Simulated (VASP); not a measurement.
# Hg (P-1) in VASP: single point with PBE

Aim: the single point of Hg with PBE.

Program: VASP 6.6.1. These are calculated values, not measurements. Logs are shortened: lines on timing, memory, paths and dates and some standing lists are left out, and cuts for length are marked.

### 1 The cell of the first run

The typed cell holds 2 atoms: a = 3.301 Å, b = 3.376 Å, c = 5.404 Å, α = 85.66°, β = 92.63°, γ = 118.86°.

### 2 Single point, PBE (atoms moved at random and the cell strained at random)

File INCAR:

```
PREC     = Accurate       # precision mode
ENCUT    = 520            # plane-wave cutoff, eV
EDIFF    = 1E-6           # SCF threshold, eV
ISMEAR   = 0              # smearing method
SIGMA    = 0.05           # smearing width, eV
LREAL    = F              # projectors in reciprocal space
LASPH    = T              # aspherical terms in the spheres
NELM     = 60             # most SCF steps
ALGO     = Fast           # electronic algorithm
ISIF     = 2              # what is computed and relaxed
LWAVE    = F              # write WAVECAR
LCHARG   = T              # write CHGCAR
GGA      = PE             # functional
LELF     = T              # ELF
LVHAR    = T            
NBANDS   = 19             # bands
```

File KPOINTS:

```
regular mesh
0
Gamma
  12 12 8
```

File POSCAR:

```
Hg
1.0
    3.2997969473      0.0132241128     -0.0773368273
   -1.6384460560      2.9485014376      0.1286088664
   -0.1225918286      0.1646264484      5.4002413869
Hg
2
Direct
    0.6655417749      0.3372826097      0.7453731614
    0.3344582251      0.6627173903      0.2546268386
```

Potentials or basis: VASP PAW PBE potentials, release 64 (Hg).

Started as:

```console
$ cat potpaw_PBE.64/Hg/POTCAR > POTCAR
$ mpirun -np 1 vasp_std > vasp.out
```

OUTCAR:

```text
PREC = Accurate
   ENCUT = 520
   EDIFF = 1E-6
   ISMEAR = 0
   LREAL = F
   LASPH = T
   NELM = 60
   ISIF = 2
   GGA = PE

 ion  position               nearest neighbor table
   1  0.666  0.337  0.745-   2 3.14   2 3.30   2 3.30   2 3.35   2 3.41   2 3.44
   2  0.334  0.663  0.255-   1 3.14   1 3.30   1 3.30   1 3.35   1 3.41   1 3.44

  LATTYP: Found a triclinic cell.
 ALAT       =     3.3756046046
 B/A-ratio  =     1.0061169212
 C/A-ratio  =     1.6009401045
 COS(alpha) =     0.0305544803
 COS(beta)  =     0.0756913707
 COS(gamma) =     0.5248603162

  Lattice vectors:

 A1 = (   1.6384460560,  -2.9485014376,  -0.1286088664)
 A2 = (  -1.6613508913,  -2.9617255504,  -0.0512720391)
 A3 = (   0.1225918286,  -0.1646264484,  -5.4002413869)

Analysis of symmetry for initial positions (statically):
=====================================================================
 Subroutine PRICEL returns:
 Original cell was already a primitive cell.

 Routine SETGRP: Setting up the symmetry group for a
 triclinic supercell.

 Subroutine GETGRP returns: Found  2 space group operations
 (whereof  2 operations were pure point group operations)
 out of a pool of  2 trial point group operations.

The static configuration has the point symmetry S_2 .

Analysis of symmetry for dynamics (positions and initial velocities):
=====================================================================
 Subroutine PRICEL returns:
 Original cell was already a primitive cell.

 Routine SETGRP: Setting up the symmetry group for a
 triclinic supercell.

 Subroutine GETGRP returns: Found  2 space group operations
 (whereof  2 operations were pure point group operations)
 out of a pool of  2 trial point group operations.

The dynamic configuration has the point symmetry S_2 .

 Subroutine INISYM returns: Found  2 space group operations
 (whereof  2 operations are pure point group operations),
 and found     1 'primitive' translations

----------------------------------------------------------------------------------------

                                     Primitive cell

  volume of cell :      52.5813

  direct lattice vectors                    reciprocal lattice vectors
     3.299796947  0.013224113 -0.077336827     0.302416675  0.167973140  0.001744550
    -1.638446056  2.948501438  0.128608866    -0.001600287  0.338718058 -0.010362154
    -0.122591829  0.164626448  5.400241387     0.004369019 -0.005661161  0.185448670

  length of vectors
     3.300729579  3.375604605  5.404140788     0.345939106  0.338880300  0.185586493

  position of ions in fractional coordinates (direct lattice)
     0.665541775  0.337282610  0.745373161
     0.334458225  0.662717390  0.254626839

  ion indices of the primitive-cell ions
   primitive index   ion index
                 1           1
                 2           2

----------------------------------------------------------------------------------------

 KPOINTS: regular mesh

Automatic generation of k-mesh.
 Grid dimensions read from file:
 generate k-points for:   12   12    8

 Generating k-lattice:

  Cartesian coordinates                     Fractional coordinates (reciprocal lattice)
     0.025201390  0.013997762  0.000145379     0.083333333 -0.000000000 -0.000000000
    -0.000133357  0.028226505 -0.000863513     0.000000000  0.083333333  0.000000000
     0.000546127 -0.000707645  0.023181084     0.000000000  0.000000000  0.125000000

  Length of vectors
     0.028828259  0.028240025  0.023198312

  Shift w.r.t. Gamma in fractional coordinates (k-lattice)
     0.000000000  0.000000000  0.000000000

 Subroutine IBZKPT returns following result:
 ===========================================

 Found    580 irreducible k-points:

 Following reciprocal coordinates:
            Coordinates               Weight
  0.000000  0.000000  0.000000      1.000000
  0.083333  0.000000 -0.000000      2.000000
  0.166667  0.000000 -0.000000      2.000000
  0.250000  0.000000  0.000000      2.000000
  0.333333  0.000000  0.000000      2.000000
  0.416667  0.000000  0.000000      2.000000
[... 16 lines left out ...]
  0.250000  0.166667  0.000000      2.000000
  0.333333  0.166667  0.000000      2.000000
 [... further k-points ...]
   k-points           NKPTS =    580   k-points in BZ     NKDIM =    580   number of bands    NBANDS=     19
   number of dos      NEDOS =    301   number of ions     NIONS =      2
   total plane-waves  NPLWV =  31360
   dimension x,y,z NGX =    28 NGY =   28 NGZ =   40
   dimension x,y,z NGXF=    56 NGYF=   56 NGZF=   80
   ions per type =               2
   NGX,Y,Z   is equivalent  to a cutoff of  14.10, 13.79, 12.31 a.u.
   NGXF,Y,Z  is equivalent  to a cutoff of  28.21, 27.58, 24.61 a.u.
 SYSTEM =  unknown system
   PREC   = accura    normal or accurate (medium, high low for compatibility)
   ISTART =      0    job   : 0-new  1-cont  2-samecut
   ICHARG =      2    charge: 1-file 2-atom 10-const
   ISPIN  =      1    spin polarized calculation?
   LNONCOLLINEAR =      F non collinear calculations
   LSORBIT =      F    spin-orbit coupling
   LASPH  =      T    aspherical Exc in radial PAW
   ENCUT  =  520.0 eV  38.22 Ry    6.18 a.u.   6.14  6.28 10.05*2*pi/ulx,y,z
   NELM   =     60;   NELMIN=  2; NELMDL= -5     # of ELM steps
   EDIFF  = 0.1E-05   stopping-criterion for ELM
   LREAL  =      F    real-space projection
   EDIFFG = 0.1E-04   stopping-criterion for IOM
   NSW    =      0    number of steps for IOM
   IBRION =     -1    ionic relax: 0-MD 1-quasi-New 2-CG
   NFREE  =      0    steps in history (QN), initial steepest desc. (CG)
   ISIF   =      2    stress and relaxation
   ISYM   =      2    0-nonsym 1-usesym 2-fastsym
   POTIM  = 0.5000    time-step for ionic-motion
   TEBEG  =    0.0;   TEEND  =   0.0 temperature during run
   PSTRESS=    0.0 pullay stress
   NELECT =      24.0000    total number of electrons
   NUPDOWN=      -1.0000    fix difference up-down
   EMIN   =  10.00;   EMAX   =-10.00  energy-range for DOS
   EFERMI =   0.00;   METHOD = LEGACY
   ISMEAR =     0;   SIGMA  =   0.05  broadening in eV -4-tet -1-fermi 0-gaus
   EFERMI_NEDOS =   21; number of points for ismear=-14 and -15
   IALGO  =     68    algorithm
   IMIX   =      4    mixing-type and parameters
     AMIX     =   0.40;   BMIX     =  1.00
     AMIX_MAG =   1.60;   BMIX_MAG =  1.00
  volume/ion in A,a.u.               =      26.29       177.42
  Fermi-wavevector in a.u.,A,eV,Ry     =   1.260477  2.381956 21.616969  1.588802
  Thomas-Fermi vector in A             =   2.393985
   LORBIT       =      0    0 simple, 1 ext, 2 COOP (PROOUT), +10 PAW based schemes
   GGA     = PE    functional components
   LHFCALC =     F    Hartree Fock is set to
   AEXX    =    0.0000 exact exchange contribution
   IVDW    =     0    specifies the selected vdW correction
   LEPSILON=     F    determine dielectric tensor
   LRPA    =     F    only Hartree local field effects (RPA)
 non-spin polarized calculation
 RMM-DIIS sequential band-by-band and
 Gauss-broadening in eV      SIGMA  =   0.05
  energy-cutoff  :      520.00
  volume of cell :       52.58
 maximum number of plane-waves:      1434
 NGX is ok and might be reduce to    28
   NGX = 13   NGY = 13   NGZ = 21

 number of electron      24.0000000 magnetization

 Free energy of the ion-electron system (eV)
  ---------------------------------------------------
  ext. energy  EPLUGINS =         0.00000000
  ---------------------------------------------------
  free energy    TOTEN  =        -0.30382983 eV

  energy without entropy =       -0.30312203  energy(sigma->0) =       -0.30347593

 E-fermi :   1.6704     XC(G=0): -10.2636

 val. band max:        1.6600796596   @ k =  -0.4167   0.0833   0.0000
 cond. band min:       1.6710213366   @ k =  -0.4167   0.1667   0.0000
 fundamental gap:      0.0109416770
 Fermi energy:         1.6703771188

 k-point     1 :       0.0000    0.0000    0.0000
  band No.  band energies     occupation
      1      -6.2761      2.00000
      2      -5.4891      2.00000
      3      -4.7718      2.00000
      4      -4.7604      2.00000
      5      -4.6614      2.00000
      6      -4.6087      2.00000
[... 11 lines left out ...]
     18      15.8679      0.00000
     19      16.0592      0.00000

 k-point     2 :       0.0833    0.0000   -0.0000
  band No.  band energies     occupation
      1      -6.1349      2.00000
      2      -5.4204      2.00000
      3      -4.8029      2.00000
      4      -4.7030      2.00000
      5      -4.6381      2.00000
      6      -4.5917      2.00000
[... 11 lines left out ...]
     18      16.2434      0.00000
     19      16.3016      0.00000

 k-point     3 :       0.1667    0.0000   -0.0000
  band No.  band energies     occupation
      1      -5.7511      2.00000
      2      -5.2692      2.00000
      3      -4.8317      2.00000
      4      -4.6868      2.00000
      5      -4.6114      2.00000
      6      -4.5174      2.00000
[... 11 lines left out ...]
     18      15.0235      0.00000
     19      15.4161      0.00000

 k-point     4 :       0.2500    0.0000    0.0000
  band No.  band energies     occupation
      1      -5.3481      2.00000
      2      -5.2248      2.00000
      3      -4.8134      2.00000
      4      -4.7693      2.00000
      5      -4.6396      2.00000
      6      -4.4540      2.00000
[... 407 lines left out ...]
     18      13.4638      0.00000
     19      14.0986      0.00000

 k-point    23 :       0.2500    0.1667    0.0000
  band No.  band energies     occupation
      1      -5.1581      2.00000
      2      -5.0811      2.00000
      3      -5.0010      2.00000
      4      -4.7414      2.00000
      5      -4.6366      2.00000
      6      -4.4853      2.00000
[... 11 lines left out ...]
     18      11.7683      0.00000
     19      13.3969      0.00000

 k-point    24 :       0.3333    0.1667    0.0000
  band No.  band energies     occupation
      1      -5.2132      2.00000
      2      -5.1768      2.00000
      3      -5.0409      2.00000
      4      -4.7750      2.00000
      5      -4.5280      2.00000
      6      -4.4056      2.00000
[... 11 lines left out ...]
     18      10.5309      0.00000
     19      13.0611      0.00000

 [... further k-points ...]

------------------------ aborting loop because EDIFF is reached ----------------------------------------

  FORCE on cell =-STRESS in cart. coord.  units (eV):
  Direction    XX          YY          ZZ          XY          YZ          ZX
  --------------------------------------------------------------------------------------
  -------------------------------------------------------------------------------------
  Total        0.7745943      0.6520136      0.7566081      0.0012953     -0.0493882      0.0392374
  in kB       23.6022804     19.8671842     23.0542311      0.0394672     -1.5048822      1.1955833
  external PRESSURE =      22.1745652 kB  Pullay stress =       0.0000000 kB

 VOLUME and BASIS-vectors are now :
 -----------------------------------------------------------------------------
  energy-cutoff  :      520.00
  volume of cell :       52.58
      direct lattice vectors                 reciprocal lattice vectors
     3.299796947  0.013224113 -0.077336827     0.302416675  0.167973140  0.001744550
    -1.638446056  2.948501438  0.128608866    -0.001600287  0.338718058 -0.010362154
    -0.122591829  0.164626448  5.400241387     0.004369019 -0.005661161  0.185448670

 POSITION                                       TOTAL-FORCE (eV/Angst)
 -----------------------------------------------------------------------------------
      1.55216      1.12599      4.01710         0.025839     -0.034960      0.131650
     -0.01340      2.00036      1.43441        -0.025839      0.034960     -0.131650
 -----------------------------------------------------------------------------------
    total drift:                                0.000000     -0.000000     -0.000000

  FREE ENERGIE OF THE ION-ELECTRON SYSTEM (eV)
  ---------------------------------------------------
  free  energy   TOTEN  =        -0.3038298315 eV

  energy  without entropy=       -0.3031220310  energy(sigma->0) =       -0.30347593
```

It took 2.6 min on 1 thread of Intel Xeon 6975P-C (Granite Rapids), shared host; peak memory 0.55 GiB.

Results:

```
Free energy            : -0.3038 eV
Pressure               : 2.2 GPa
Largest force          : 0.139 eV/Å
Band gap on the k mesh : zero (bands 12 and 13 overlap by 0.96 eV)
```

Forces on the atoms (eV/Å):
```
Hg   0.026 -0.035  0.132
Hg  -0.026  0.035 -0.132
```

Levels at points of the mesh, in eV from the Fermi level:
```csv
k point,band 9,band 10,band 11,band 12,band 13,band 14,band 15,band 16
"(0.00, 0.00, 0.00)",-6.06,-5.59,-5.51,-1.36,-0.80,11.43,11.99,13.10
"(0.50, 0.00, 0.00)",-5.43,-5.43,-2.21,-1.78,2.68,3.27,4.22,6.75
"(0.00, 0.50, 0.00)",-5.47,-5.40,-2.48,-1.94,2.41,2.90,4.21,7.10
"(0.50, 0.50, 0.00)",-5.46,-5.40,-2.10,-1.77,2.63,2.92,4.85,6.49
"(0.00, 0.00, 0.50)",-5.82,-5.77,-5.65,-5.58,6.50,6.82,11.73,12.57
"(0.50, 0.00, 0.50)",-5.45,-5.41,-1.18,-0.97,0.02,0.19,8.51,8.61
"(0.00, 0.50, 0.50)",-5.47,-5.45,-1.62,-1.17,-0.02,0.13,8.62,9.18
"(0.50, 0.50, 0.50)",-5.43,-5.41,-1.16,-0.95,0.14,0.34,8.38,8.57
```

Caveat: the cell differs from its parent crystal (atoms moved at random and the cell strained at random); spin-orbit coupling is left out, which moves the levels of the heavy elements.
